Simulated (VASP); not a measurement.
Set up this calculation in VASP 6.6.1, as the native input.

```
Task                   : single point
Functional             : PBE
Potentials or basis    : VASP PAW PBE potentials, release 64 (In_d, P)
Cutoff                 : 520 eV
k mesh                 : 10 × 10 × 10
Occupations            : gaussian, width 0.05 eV
Spin                   : no spin polarisation
Dipole correction      : no
Further INCAR settings : ALGO = Normal; EDIFF = 1e-07; NBANDS = 16
```

The structure of InP lies in POSCAR:

```
InP
1.0
    0.0000000000      3.1835391241      2.4831605168
    3.1835391241      0.0000000000      2.4831605168
    3.1835391241      3.1835391241      0.0000000000
In P
1 1
Direct
    0.0000000000      0.0000000000      0.0000000000
    0.7500000000      0.7500000000      0.7500000000
```

This cell differs from its parent crystal: ratio of the length along z to the lengths across it x 0.78, volume and fractional coordinates fixed.

One way to write it, as run:

INCAR

```
  ALGO = Normal
  EDIFF = 1E-7
  ENCUT = 520
  GGA = PE
  ISIF = 2
  ISMEAR = 0
  LASPH = True
  LCHARG = True
  LELF = True
  LREAL = False
  LVHAR = True
  LWAVE = False
  NBANDS = 16
  NELM = 100
  PREC = Accurate
  SIGMA = 0.05
```

KPOINTS

```
k-points
0
Gamma
  10 10 10
```

Potentials or basis: VASP PAW PBE potentials, release 64 (In_d, P).

The run is started by

```console
$ cat potpaw_PBE.64/In_d/POTCAR potpaw_PBE.64/P/POTCAR > POTCAR
$ mpirun -np 1 vasp_std > vasp.out
```

It gave:

- Pressure: 1.6 GPa
- Band gap on the k mesh: 0.02 eV

Caveat: spin-orbit coupling is left out, which moves the levels of the heavy elements.

Run time: 2.4 min on 1 thread of Intel Xeon 8259CL (shared host), peak memory 0.23 GiB.
